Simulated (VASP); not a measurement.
**Pb4O: single point with PBE**

The system is Pb4O.

```
Pb O
1.0
     5.98363    0.00000    0.00000
     0.00000    5.98363    0.00000
     0.00000    0.00000    5.98363
Pb O
4 1
Direct
  0.00000 0.50000 0.50000
  0.50000 0.00000 0.50000
  0.50000 0.50000 0.00000
  0.50000 0.50000 0.50000
  0.00000 0.00000 0.00000
```

```
Program                : VASP 6.6.1
Task                   : single point
Functional             : PBE
Potentials or basis    : VASP PAW PBE potentials, release 64 (Pb_d, O)
Cutoff                 : 520 eV
k mesh                 : 6 × 6 × 6
Occupations            : gaussian, width 0.1 eV
Spin                   : no spin polarisation
Dipole correction      : no
Further INCAR settings : ALGO = Normal; EDIFF = 1e-06; NBANDS = 39
```

```
Pressure               : 0.0 GPa
Band gap on the k mesh : zero (band 31 reaches 2.77 eV, above the bottom of band 32 at 2.19 eV)
```

Levels at points of the mesh, in eV from the Fermi level:
```csv
k point,band 27,band 28,band 29,band 30,band 31,band 32,band 33,band 34,band 35,band 36
"(0.00, 0.00, 0.00)",-3.30,-3.30,-0.46,-0.46,-0.46,1.23,1.23,1.23,1.70,1.70
"(0.50, 0.00, 0.00)",-3.04,-0.58,-0.58,-0.41,-0.34,0.69,0.69,0.71,1.41,1.41
"(0.50, 0.50, 0.00)",-1.18,-0.69,-0.69,-0.42,0.46,0.46,0.48,0.48,1.89,2.59
"(0.50, 0.50, 0.50)",-1.49,-1.49,0.10,0.10,0.10,1.93,1.93,2.13,2.13,2.13
```

Run time: 2.3 min on 1 thread of Intel(R) Xeon(R) Platinum 8488C (Sapphire Rapids), on a shared host, peak memory 0.39 GiB.

Caveat: spin-orbit coupling is left out, which moves the levels of the heavy elements.
